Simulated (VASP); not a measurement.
TiCo, 2 atoms in the cell. The structure is trigonal, space group R3m (No. 160). The conventional cell has a = 4.156 Å, b = 4.156 Å, c = 5.090 Å, α = 90.00°, β = 90.00°, γ = 120.00°. Within 3.3 Å of Ti (site symmetry 3m) lie 8 Co at 2.47 to 2.62 Å and 6 Ti at 2.94 Å. Within 3.3 Å of Co (site symmetry 3m) lie 8 Ti at 2.47 to 2.62 Å and 6 Co at 2.94 Å.  This cell differs from its parent crystal: all Ti atoms moved +0.075 Å, as atom 1 towards its neighbour atom 2 (Co) at 2.545 Å.

```yaml
Program: VASP 6.6.1
Task: single point
Functional: PBEsol
Potentials_or_basis: VASP PAW PBE potentials, release 64 (Ti_sv, Co)
Cutoff: 520 eV
k_mesh: 20 × 20 × 20
Occupations: gaussian, width 0.15 eV
Spin: collinear spin, ferromagnetic start
Starting_moments: "[0.0, 0.75] μB"
Dipole_correction: no
Further_INCAR_settings: ALGO = Normal; EDIFF = 1e-06; NBANDS = 22
```

Potentials or basis: VASP PAW PBE potentials, release 64 (Ti_sv, Co).

The run is started by

```bash
$ cat potpaw_PBE.64/Ti_sv/POTCAR potpaw_PBE.64/Co/POTCAR > POTCAR
$ mpirun -np 1 vasp_std > vasp.out
```

Hardware: 1 thread of Oxide Virtual Turin-like Processor, with other jobs on the host.

Task: How long does it take, and how much memory?

Result: It took 15 min on 1 thread of Oxide Virtual Turin-like Processor (shared host), peak memory 0.67 GiB. Counts: scf iterations 19, k points 781.
